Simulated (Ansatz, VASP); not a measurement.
**AlAs in VASP and in Ansatz**

INCAR

```
ALGO = Normal
EDIFF = 1E-6
ENCUT = 500
GGA = PE
GGA_COMPAT = F
ISIF = 2
ISMEAR = 0
LASPH = T
LCHARG = F
LREAL = F
LWAVE = F
NBANDS = 11
NELM = 120
PREC = Accurate
SIGMA = 0.01
```

Contents of KPOINTS:

```
k-points
0
Gamma
  8 8 8
```

The input POSCAR:

```
AlAs
1.0
    0.0000000000      2.8389246378      2.8389246378
    2.8389246378      0.0000000000      2.8389246378
    2.8389246378      2.8389246378      0.0000000000
Al As
1 1
Direct
    0.0000000000      0.0000000000      0.0000000000
    0.2500000000      0.2500000000      0.2500000000
```

Input for Ansatz:

```yaml
crystal:
  lattice:
    - [0.0, 2.8389246378, 2.8389246378]
    - [2.8389246378, 0.0, 2.8389246378]
    - [2.8389246378, 2.8389246378, 0.0]
  atoms:
    - { symbol: Al, position: [0.0, 0.0, 0.0] }
    - { symbol: As, position: [0.25, 0.25, 0.25] }
kpoints:
  mp_grid: { grid: [8, 8, 8] }
  band_path:
    path:
      - [0.0, 0.0, 0.0]
      - [-0.5, -0.5, 0.0]
      - [-0.375, -0.375, 0.25]
      - [-0.375, 0.0, 0.375]
      - [0.0, 0.0, 0.5]
      - [-0.5, -0.25, 0.25]
      - [0.0, 0.5, 0.5]
    npoints: 1
hamiltonian:
  xc: pbe
scf:
  occupations: { method: fixed }
  n_extra_bands: 4
output:
  forces: true
  stress: true
  eigenvalues: true
```

Alike in both runs: task single point; functional PBE; k mesh 8 × 8 × 8; no spin polarisation.

|  | VASP | Ansatz |
| --- | --- | --- |
| version | VASP 6.6.1 | Ansatz 0.2.0 |
| potentials or method | VASP PAW PBE potentials, release 64 (Al, As) | plane waves, PAW |
| plane-wave cutoff (eV) | 500 | 420 |
| occupations | gaussian, width 0.01 eV | fixed |
| valence electrons in the cell | 8 | 18 |

VASP gave:

```
gap on the k mesh at the Fermi level (eV) : 1.45
pressure (GPa)                            : 2.1
```

Question: Estimate Ansatz's values.

Answer: gap on the k mesh at the Fermi level (eV): 1.46; pressure (GPa): 1.9.

VASP's potentials hold 8 valence electrons a cell and Ansatz's 18, so a difference there can come from the potentials and not from the codes.
